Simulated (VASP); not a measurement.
# CsCdCl2 (P4/mmm) in VASP: further runs, part 2 of 2

VASP 6.6.1. The steps go on from the part before.

## 4. Single point, PBE

This run uses another cell than the first one, of 30.50 Å³/atom.

Contents of INCAR:

```
ALGO = Normal
EDIFF = 1E-6
ENCUT = 520
GGA = PE
ISIF = 2
ISMEAR = 0
LASPH = T
LCHARG = T
LELF = T
LREAL = F
LVHAR = T
LWAVE = F
NBANDS = 26
NELM = 100
PREC = Accurate
SIGMA = 0.1
```

Contents of KPOINTS:

```
k-points
0
Gamma
  4 4 2
```

Contents of POSCAR:

```
CsCdCl2
1.0
    3.9312913184      0.0000000000      0.0000000000
    0.0000000000      3.9312913184      0.0000000000
    0.0000000000      0.0000000000      7.8947236484
Cs Cd Cl
1 1 2
Direct
    0.0000000000      0.0000000000      0.5000000000
    0.0000000000      0.0000000000      0.0000000000
    0.5000000000      0.5000000000      0.2204170207
    0.5000000000      0.5000000000      0.7795829793
```

Potentials or basis: VASP PAW PBE potentials, release 64 (Cs_sv, Cd, Cl).

The run is started by

```bash
$ cat potpaw_PBE.64/Cs_sv/POTCAR potpaw_PBE.64/Cd/POTCAR potpaw_PBE.64/Cl/POTCAR > POTCAR
$ mpirun -np 1 vasp_std > vasp.out
```

OUTCAR:

```text
EDIFF = 1E-6
   ENCUT = 520
   GGA = PE
   ISIF = 2
   ISMEAR = 0
   LASPH = T
   LREAL = F
   NELM = 100
   PREC = Accurate

 ion  position               nearest neighbor table
   1  0.000  0.000  0.500-
   2  0.000  0.000  0.000-
   3  0.500  0.500  0.220-
   4  0.500  0.500  0.780-

  LATTYP: Found a simple tetragonal cell.
 ALAT       =     3.9312913184
 C/A-ratio  =     2.0081756881

  Lattice vectors:

 A1 = (   3.9312913184,   0.0000000000,   0.0000000000)
 A2 = (   0.0000000000,   3.9312913184,   0.0000000000)
 A3 = (   0.0000000000,   0.0000000000,   7.8947236484)

Analysis of symmetry for initial positions (statically):
=====================================================================
 Subroutine PRICEL returns:
 Original cell was already a primitive cell.

 Routine SETGRP: Setting up the symmetry group for a
 simple tetragonal supercell.

 Subroutine GETGRP returns: Found 16 space group operations
 (whereof 16 operations were pure point group operations)
 out of a pool of 16 trial point group operations.

The static configuration has the point symmetry D_4h.

Analysis of symmetry for dynamics (positions and initial velocities):
=====================================================================
 Subroutine PRICEL returns:
 Original cell was already a primitive cell.

 Routine SETGRP: Setting up the symmetry group for a
 simple tetragonal supercell.

 Subroutine GETGRP returns: Found 16 space group operations
 (whereof 16 operations were pure point group operations)
 out of a pool of 16 trial point group operations.

The dynamic configuration has the point symmetry D_4h.

 Subroutine INISYM returns: Found 16 space group operations
 (whereof 16 operations are pure point group operations),
 and found     1 'primitive' translations

----------------------------------------------------------------------------------------

                                     Primitive cell

  volume of cell :     122.0134

  direct lattice vectors                    reciprocal lattice vectors
     3.931291318  0.000000000  0.000000000     0.254369346  0.000000000  0.000000000
     0.000000000  3.931291318  0.000000000     0.000000000  0.254369346  0.000000000
     0.000000000  0.000000000  7.894723648     0.000000000  0.000000000  0.126666878

  length of vectors
     3.931291318  3.931291318  7.894723648     0.254369346  0.254369346  0.126666878

  position of ions in fractional coordinates (direct lattice)
     0.000000000  0.000000000  0.500000000
     0.000000000  0.000000000  0.000000000
     0.500000000  0.500000000  0.220417021
     0.500000000  0.500000000  0.779582979

  ion indices of the primitive-cell ions
   primitive index   ion index
                 1           1
                 2           2
                 3           3
                 4           4

----------------------------------------------------------------------------------------

 KPOINTS: k-points

Automatic generation of k-mesh.
 Grid dimensions read from file:
 generate k-points for:    4    4    2

 Generating k-lattice:

  Cartesian coordinates                     Fractional coordinates (reciprocal lattice)
     0.063592336  0.000000000  0.000000000     0.250000000  0.000000000  0.000000000
     0.000000000  0.063592336  0.000000000     0.000000000  0.250000000  0.000000000
     0.000000000  0.000000000  0.063333439     0.000000000  0.000000000  0.500000000

  Length of vectors
     0.063592336  0.063592336  0.063333439

  Shift w.r.t. Gamma in fractional coordinates (k-lattice)
     0.000000000  0.000000000  0.000000000

 Subroutine IBZKPT returns following result:
 ===========================================

 Found     12 irreducible k-points:

 Following reciprocal coordinates:
            Coordinates               Weight
  0.000000  0.000000  0.000000      1.000000
  0.250000  0.000000  0.000000      4.000000
  0.500000  0.000000  0.000000      2.000000
  0.250000  0.250000  0.000000      4.000000
  0.500000  0.250000  0.000000      4.000000
  0.500000  0.500000  0.000000      1.000000
  0.000000  0.000000  0.500000      1.000000
  0.250000  0.000000  0.500000      4.000000
  0.500000  0.000000  0.500000      2.000000
  0.250000  0.250000  0.500000      4.000000
  0.500000  0.250000  0.500000      4.000000
  0.500000  0.500000  0.500000      1.000000
   k-points           NKPTS =     12   k-points in BZ     NKDIM =     12   number of bands    NBANDS=     26
   number of dos      NEDOS =    301   number of ions     NIONS =      4
   total plane-waves  NPLWV =  54000
   dimension x,y,z NGX =    30 NGY =   30 NGZ =   60
   dimension x,y,z NGXF=    60 NGYF=   60 NGZF=  120
   ions per type =               1   1   2
   NGX,Y,Z   is equivalent  to a cutoff of  12.69, 12.69, 12.63 a.u.
   NGXF,Y,Z  is equivalent  to a cutoff of  25.37, 25.37, 25.27 a.u.
 SYSTEM =  unknown system
   PREC   = accura    normal or accurate (medium, high low for compatibility)
   ISTART =      0    job   : 0-new  1-cont  2-samecut
   ICHARG =      2    charge: 1-file 2-atom 10-const
   ISPIN  =      1    spin polarized calculation?
   LNONCOLLINEAR =      F non collinear calculations
   LSORBIT =      F    spin-orbit coupling
   LASPH  =      T    aspherical Exc in radial PAW
   ENCUT  =  520.0 eV  38.22 Ry    6.18 a.u.   7.31  7.31 14.68*2*pi/ulx,y,z
   NELM   =    100;   NELMIN=  2; NELMDL= -5     # of ELM steps
   EDIFF  = 0.1E-05   stopping-criterion for ELM
   LREAL  =      F    real-space projection
   EDIFFG = 0.1E-04   stopping-criterion for IOM
   NSW    =      0    number of steps for IOM
   IBRION =     -1    ionic relax: 0-MD 1-quasi-New 2-CG
   NFREE  =      0    steps in history (QN), initial steepest desc. (CG)
   ISIF   =      2    stress and relaxation
   ISYM   =      2    0-nonsym 1-usesym 2-fastsym
   POTIM  = 0.5000    time-step for ionic-motion
   TEBEG  =    0.0;   TEEND  =   0.0 temperature during run
   PSTRESS=    0.0 pullay stress
   NELECT =      35.0000    total number of electrons
   NUPDOWN=      -1.0000    fix difference up-down
   EMIN   =  10.00;   EMAX   =-10.00  energy-range for DOS
   EFERMI =   0.00;   METHOD = LEGACY
   ISMEAR =     0;   SIGMA  =   0.10  broadening in eV -4-tet -1-fermi 0-gaus
   EFERMI_NEDOS =   21; number of points for ismear=-14 and -15
   IALGO  =     38    algorithm
   IMIX   =      4    mixing-type and parameters
     AMIX     =   0.40;   BMIX     =  1.00
     AMIX_MAG =   1.60;   BMIX_MAG =  1.00
  volume/ion in A,a.u.               =      30.50       205.85
  Fermi-wavevector in a.u.,A,eV,Ry     =   1.079680  2.040299 15.860432  1.165709
  Thomas-Fermi vector in A             =   2.215651
   LORBIT       =      0    0 simple, 1 ext, 2 COOP (PROOUT), +10 PAW based schemes
   GGA     = PE    functional components
   LHFCALC =     F    Hartree Fock is set to
   AEXX    =    0.0000 exact exchange contribution
   IVDW    =     0    specifies the selected vdW correction
   LEPSILON=     F    determine dielectric tensor
   LRPA    =     F    only Hartree local field effects (RPA)
 non-spin polarized calculation
 Gauss-broadening in eV      SIGMA  =   0.10
  energy-cutoff  :      520.00
  volume of cell :      122.01
 maximum number of plane-waves:      3332
 NGX is ok and might be reduce to    30
   NGX = 15   NGY = 15   NGZ = 29

 number of electron      35.0000009 magnetization

 Free energy of the ion-electron system (eV)
  ---------------------------------------------------
  ext. energy  EPLUGINS =         0.00000000
  ---------------------------------------------------
  free energy    TOTEN  =        -9.37653588 eV

  energy without entropy =       -9.35267430  energy(sigma->0) =       -9.36460509

 E-fermi :   1.9166     XC(G=0):  -8.7099

 val. band max:        1.8173781993   @ k =   0.2500   0.0000   0.0000
 cond. band min:       1.9203630438   @ k =   0.2500   0.2500   0.0000
 fundamental gap:      0.1029848445
 Fermi energy:         1.9165538341

 k-point     1 :       0.0000    0.0000    0.0000
  band No.  band energies     occupation
      1     -19.9442      2.00000
      2     -12.9824      2.00000
      3     -12.8573      2.00000
      4      -6.6617      2.00000
      5      -6.2881      2.00000
      6      -6.2865      2.00000
[... 337 lines left out ...]
     25      11.1071      0.00000
     26      11.1072      0.00000

------------------------ aborting loop because EDIFF is reached ----------------------------------------

  FORCE on cell =-STRESS in cart. coord.  units (eV):
  Direction    XX          YY          ZZ          XY          YZ          ZX
  --------------------------------------------------------------------------------------
  -------------------------------------------------------------------------------------
  Total        0.1317217      0.1317217      0.1190847      0.0000000      0.0000000      0.0000000
  in kB        1.7296597      1.7296597      1.5637200      0.0000000      0.0000000      0.0000000
  external PRESSURE =       1.6743465 kB  Pullay stress =       0.0000000 kB

 VOLUME and BASIS-vectors are now :
 -----------------------------------------------------------------------------
  energy-cutoff  :      520.00
  volume of cell :      122.01
      direct lattice vectors                 reciprocal lattice vectors
     3.931291318  0.000000000  0.000000000     0.254369346  0.000000000  0.000000000
     0.000000000  3.931291318  0.000000000     0.000000000  0.254369346  0.000000000
     0.000000000  0.000000000  7.894723648     0.000000000  0.000000000  0.126666878

 POSITION                                       TOTAL-FORCE (eV/Angst)
 -----------------------------------------------------------------------------------
      0.00000      0.00000      3.94736        -0.000000      0.000000      0.000000
      0.00000      0.00000      0.00000        -0.000000      0.000000      0.000000
      1.96565      1.96565      1.74013         0.000000      0.000000      0.005095
      1.96565      1.96565      6.15459        -0.000000     -0.000000     -0.005095
 -----------------------------------------------------------------------------------
    total drift:                                0.000000      0.000000     -0.000000

  FREE ENERGIE OF THE ION-ELECTRON SYSTEM (eV)
  ---------------------------------------------------
  free  energy   TOTEN  =        -9.3765358812 eV

  energy  without entropy=       -9.3526743028  energy(sigma->0) =       -9.36460509
```

OSZICAR:

```text
N       E                     dE             d eps       ncg     rms          rms(c)
DAV:   1     0.243053228796E+03    0.24305E+03   -0.15691E+04   624   0.116E+03
DAV:   2     0.840349368467E+01   -0.23465E+03   -0.22442E+03   756   0.260E+02
DAV:   3    -0.103500873508E+02   -0.18754E+02   -0.18605E+02   740   0.769E+01
DAV:   4    -0.105593854670E+02   -0.20930E+00   -0.20909E+00   758   0.879E+00
DAV:   5    -0.105620531251E+02   -0.26677E-02   -0.26670E-02   758   0.100E+00    0.556E+00
DAV:   6    -0.948703895196E+01    0.10750E+01   -0.15625E+00   712   0.857E+00    0.323E+00
DAV:   7    -0.938991106015E+01    0.97128E-01   -0.36256E-01   708   0.291E+00    0.183E+00
DAV:   8    -0.937831252125E+01    0.11599E-01   -0.49674E-02   722   0.154E+00    0.304E-01
DAV:   9    -0.937607271629E+01    0.22398E-02   -0.74454E-03   742   0.598E-01    0.130E-01
DAV:  10    -0.937640318433E+01   -0.33047E-03   -0.10712E-03   704   0.204E-01    0.682E-02
DAV:  11    -0.937653189470E+01   -0.12871E-03   -0.23389E-04   714   0.984E-02    0.203E-02
DAV:  12    -0.937653627195E+01   -0.43773E-05   -0.22434E-05   770   0.293E-02    0.580E-03
DAV:  13    -0.937653588117E+01    0.39078E-06   -0.11056E-06   538   0.584E-03
   1 F= -.93765359E+01 E0= -.93646051E+01  d E =-.238616E-01
```

stdout:

```text
POSCAR found type information on POSCAR CsCdCl
 POSCAR found :  3 types and       4 ions
 scaLAPACK will be used
 LDA part: xc-table for (Slater+PW92), standard interpolation
 POSCAR, INCAR and KPOINTS ok, starting setup
 FFT: planning ... GRIDC
 FFT: planning ... GRID_SOFT
 FFT: planning ... GRID
 WAVECAR not read
 entering main loop
```

It took 15 s on 1 thread of Intel Xeon 6975P-C (Granite Rapids), shared host; peak memory 0.23 GiB.

What came out:

| Property | Result |
| --- | --- |
| Free energy | -9.3765 eV |
| Pressure | 0.2 GPa |
| Largest force | 0.005 eV/Å |
| Band gap on the k mesh | zero (an odd number of electrons rules out a gap without spin polarisation) |

Forces on the atoms (eV/Å):
```
Cs   0.000  0.000  0.000
Cd   0.000  0.000  0.000
Cl   0.000  0.000  0.005
Cl   0.000  0.000 -0.005
```

Levels at points of the mesh, in eV from the Fermi level:
| k point | band 14 | band 15 | band 16 | band 17 | band 18 | band 19 | band 20 | band 21 |
| --- | --- | --- | --- | --- | --- | --- | --- | --- |
| (0.00, 0.00, 0.00) | -2.66 | -2.50 | -2.50 | -2.43 | -1.04 | 3.23 | 3.33 | 3.44 |
| (0.50, 0.00, 0.00) | -3.39 | -2.52 | -2.47 | -2.39 | 0.25 | 3.34 | 4.04 | 4.70 |
| (0.50, 0.50, 0.00) | -3.50 | -3.39 | -3.39 | -2.31 | -0.54 | 3.75 | 3.89 | 3.89 |
| (0.00, 0.00, 0.50) | -2.78 | -2.78 | -2.38 | -2.38 | -0.50 | 2.30 | 3.25 | 3.67 |
| (0.50, 0.00, 0.50) | -3.64 | -2.46 | -2.46 | -2.38 | 0.40 | 2.86 | 3.53 | 4.97 |
| (0.50, 0.50, 0.50) | -3.11 | -3.06 | -3.06 | -2.82 | -0.30 | 2.83 | 3.53 | 3.53 |

Caveat: the k points lie up to 0.40 Å⁻¹ apart, too coarse for converged energies and pressures of a metal; spin-orbit coupling is left out, which moves the levels of the heavy elements; an odd number of electrons without spin polarisation forces a metal; a magnetic or distorted state may lie lower.

## 5. The runs side by side

| task | cell | k mesh | cutoff (eV) | gap on the mesh (eV) | pressure (GPa) | largest force (eV/Å) |
| --- | --- | --- | --- | --- | --- | --- |
| single point | a = 3.950, b = 3.950, c = 7.847 Å, 4 atoms, atomic positions A | 12 × 12 × 6 | 520 | none | 0.0 | - |
| relaxation of cell and atoms | relaxed from a = 3.931, b = 3.931, c = 7.895 Å, 4 atoms, atomic positions B | 12 × 12 × 6 | 600 | none | 0.0 | 0.01 |
| single point | a = 3.931, b = 3.931, c = 7.895 Å, 4 atoms, atomic positions B | 4 × 4 × 2 | 520 | none | 0.2 | 0.01 |

Alike in all rows: level PBE; potentials or basis VASP PAW PBE potentials, release 64 (Cs_sv, Cd, Cl); no spin polarisation; smearing gaussian 0.1 eV.

Caveats: some runs use coarse meshes; spin-orbit coupling is left out, which moves the levels of the heavy elements; an odd number of electrons without spin polarisation forces a metal; a magnetic or distorted state may lie lower.

Absolute energies hang on the potentials; compare differences alone.

The gap in the log of VASP goes by the Fermi energy; the results here count the filled bands.